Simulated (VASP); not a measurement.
Here is a VASP 6.6.1 calculation.

Contents of POSCAR:

```
Si
1.0
   -3.3240902491      3.3240902491      3.3240902491
    3.3240902491     -3.3240902491      3.3240902491
    3.3240902491      3.3240902491     -3.3240902491
Si
8
Direct
    0.2013123317      0.5000000000      0.0000000000
    0.0000000000      0.2013123317      0.5000000000
    0.5000000000      0.0000000000      0.2013123317
    0.2986876683      0.2986876683      0.2986876683
    0.7986876683      0.5000000000      0.0000000000
    0.0000000000      0.7986876683      0.5000000000
    0.5000000000      0.0000000000      0.7986876683
    0.7013123317      0.7013123317      0.7013123317
```

The input INCAR.step1:

```
PREC = Accurate ; ENCUT = 520
ISMEAR = 0 ; SIGMA = 0.1
LREAL = False ; LASPH = True
NELM = 80 ; NBANDS = 26
GGA = PE ; ALGO = Normal
EDIFF = 1E-4 ; LWAVE = True
LCHARG = False
```

The input INCAR.step2:

```
PREC = Accurate ; ENCUT = 520
EDIFF = 1E-7 ; ISMEAR = 0
SIGMA = 0.1 ; LREAL = False
LASPH = True ; NELM = 80
ALGO = Normal ; ISIF = 2
LWAVE = False ; LCHARG = False
METAGGA = R2SCAN ; LMIXTAU = True
NBANDS = 26 ; ISTART = 1
```

KPOINTS

```
Automatic mesh
0
Gamma
  8 8 8
```

Potentials or basis: VASP PAW PBE potentials, release 64 (Si).

Launch:

```console
$ cat potpaw_PBE.64/Si/POTCAR > POTCAR
$ cp INCAR.step1 INCAR
$ mpirun -np 1 vasp_std > vasp.out
$ cp INCAR.step2 INCAR
$ mpirun -np 1 vasp_std > vasp.out
```

**Question.** Estimate the band gap on the k mesh.

**Answer.** Zero (filled and empty bands touch).

**Question.** Estimate the pressure.

**Answer.** -0.2 GPa.

Forces in eV/Å, atoms in the order of the input:
```
Si   0.002 -0.002 -0.002
Si  -0.002  0.002 -0.002
Si  -0.002 -0.002  0.002
Si   0.002  0.002  0.002
Si  -0.002  0.002  0.002
Si   0.002 -0.002  0.002
Si   0.002  0.002 -0.002
Si  -0.002 -0.002 -0.002
```

Caveat: semilocal functionals underestimate gaps, and a narrow one can read as zero; the PAW data sets were made with another functional, which shifts forces and pressure a little.
